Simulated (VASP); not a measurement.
Runs of VASP 6.6.1 on Si. The structure is that of space group Cmcm (No. 63), or close to it. The cells are those of the table. 

```csv
task,cell,k mesh,cutoff (eV),smearing,gap on the mesh (eV),pressure (GPa),relaxed volume (Å³/atom),largest force (eV/Å)
single point,"a = 6.636, b = 6.636, c = 3.847 Å, angles 90.0, 90.0, 128.7°, 6 atoms",8 × 8 × 10,520,gaussian 0.02 eV,0.43,-0.1,-,0.01
relaxation of cell and atoms,"relaxed from a = 6.250, b = 6.250, c = 3.662 Å, angles 90.0, 90.0, 130.3°, 6 atoms",4 × 4 × 6,600,gaussian 0.1 eV,0.43,-0.1,22.04,0.02
single point,"a = 6.629, b = 6.629, c = 3.850 Å, angles 90.0, 90.0, 128.7°, 6 atoms",4 × 4 × 6,520,gaussian 0.1 eV,(a),0.0,-,0.01
relaxation of cell and atoms,"relaxed from a = 6.629, b = 6.629, c = 3.850 Å, angles 90.0, 90.0, 128.7°, 6 atoms",8 × 8 × 10,600,gaussian 0.02 eV,0.43,0.0,22.02,-
single point,"a = 6.250, b = 6.250, c = 3.662 Å, angles 90.0, 90.0, 130.3°, 6 atoms",4 × 4 × 6,520,gaussian 0.1 eV,0.07,23.9,-,(b)
```

Alike in all rows: level PBE; potentials or basis VASP PAW PBE potentials, release 64 (Si); no spin polarisation.

Task: Fill in the values left out.

Result: (a) 0.42; (b) 1.22.

Caveats: the volume moved by over 15 % at a fixed basis, so the end points are rough (some runs); forces of over 1 eV/Å act on the atoms, so gaps and moduli don't describe the material at rest (some runs).

A k mesh can miss the band edges.
